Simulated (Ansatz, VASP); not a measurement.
Two plane-wave programs on ScAl3

```
Sc Al
1.0
     4.08781    0.00000    0.00000
     0.00000    4.08781    0.00000
     0.00000    0.00000    4.08781
Sc Al
1 3
Direct
  0.00000 0.00000 0.00000
  0.50000 0.50000 0.00000
  0.00000 0.50000 0.50000
  0.50000 0.00000 0.50000
```

Alike in both runs: functional revPBE; k mesh 7 × 7 × 7; occupations fermi-dirac, width 0.05 eV; no spin polarisation.

```csv
,VASP,Ansatz
version,VASP 6.6.1,Ansatz 0.2.0
potentials or method,"VASP PAW PBE potentials, release 64 (Sc_sv, Al)",Ansatz PAW
plane-wave cutoff (eV),520,420
valence electrons in the cell,20,20
task,single point,band structure
```

```tsv
	VASP	Ansatz	Ansatz less VASP
gap on the k mesh at the Fermi level (eV)	none	none	-
pressure (GPa)	2.7	2.7	+0.05
```

VASP's potentials were made for PBE, not for revPBE. A gap of «none» marks a metal or a gap that the smearing closes.
